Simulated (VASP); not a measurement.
The system is PdPt3Se8.

```xyz
12
Lattice="7.5010 0.0000 0.0000 -3.7505 6.4961 0.0000 0.0000 0.0000 6.2824" Properties=species:S:1:pos:R:3 pbc="T T T"
Pd    0.0000    0.0000    0.0000
Pt   -1.8752    3.2480    0.0000
Pt    1.8752    3.2480    0.0000
Pt    3.7505    0.0000    0.0000
Se    0.0000    4.3307    4.9737
Se    1.8802    1.0855    4.9763
Se    3.7505    4.3250    4.9763
Se    5.6208    1.0855    4.9763
Se   -1.8703    5.4105    1.3061
Se    0.0000    2.1710    1.3061
Se    1.8703    5.4105    1.3061
Se    3.7505    2.1654    1.3086
```

Base run:

```yaml
Program: VASP 6.6.1
Functional: PBE
Potentials_or_basis: VASP PAW PBE potentials, release 64 (Pd, Pt, Se)
Cutoff: 520 eV
k_mesh: 6 × 6 × 6
Occupations: gaussian, width 0.02 eV
Spin: no spin polarisation
```

Its results: band gap on the k mesh 0.47 eV (least direct gap 0.76 eV); pressure 0.0 GPa; largest force 0.004 eV/Å.

The run is repeated on the same cell with these changes: functional from PBE to r2SCAN. What comes out?

Band gap on the k mesh 0.61 eV (least direct gap 0.90 eV); pressure -2.0 GPa; largest force 0.116 eV/Å.

Caveats: spin-orbit coupling is left out, which moves the levels of the heavy elements; this functional lacks dispersion, which binds the layers, so the pressure and a relaxed spacing across them are unreliable (at least some runs); the PAW data sets were made with another functional, which shifts forces and pressure a little (at least some runs).

A k mesh can miss the band edges.
